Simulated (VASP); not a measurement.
Input of a VASP 6.6.1 run:

The input INCAR:

```
SYSTEM = Pt
PREC = Accurate
ENCUT = 500
EDIFF = 1E-7
ISMEAR = 0
SIGMA = 0.05
LREAL = .FALSE.
LASPH = .TRUE.
NELM = 120
ALGO = Normal
ISIF = 3
LWAVE = .FALSE.
LCHARG = .FALSE.
GGA = CA
IBRION = 2
NSW = 80
EDIFFG = -0.03
PSTRESS = 100.0
GGA_COMPAT = .FALSE.
NELMIN = 4
```

KPOINTS

```
Automatic mesh
0
G
  9 9 9
  0 0 0
```

POSCAR

```
Pt
1.0
    0.0000000000      1.9600000000      1.9600000000
    1.9600000000      0.0000000000      1.9600000000
    1.9600000000      1.9600000000      0.0000000000
Pt
1
Direct
    0.0000000000      0.0000000000      0.0000000000
```

Potentials or basis: VASP PAW LDA potentials, release 64 (Pt).

Run with:

```console
$ cat potpaw_LDA.64/Pt/POTCAR > POTCAR
$ mpirun -np 1 vasp_std > vasp.out
```

Task: Predict the band gap on the k mesh.

Result: Zero (bands 5 and 6 overlap by 2.25 eV).

Task: What does it give for the relaxed volume?

Result: 14.35 Å³/atom.

Step by step:
```
step  energy change (eV)  largest force (eV/Å)  pressure (GPa)  volume (Å³)
   1              0.0000                0.0000           -5.65        15.06
   2              0.7199                0.0000          106.04        12.08
   3              0.0050                0.0000            8.72        14.39
   4              0.0072                0.0000            9.67        14.35
```

Caveat: the cell is relaxed towards a set pressure, so the run minimises the enthalpy, not the energy; spin-orbit coupling is left out, which moves the levels of the heavy elements.
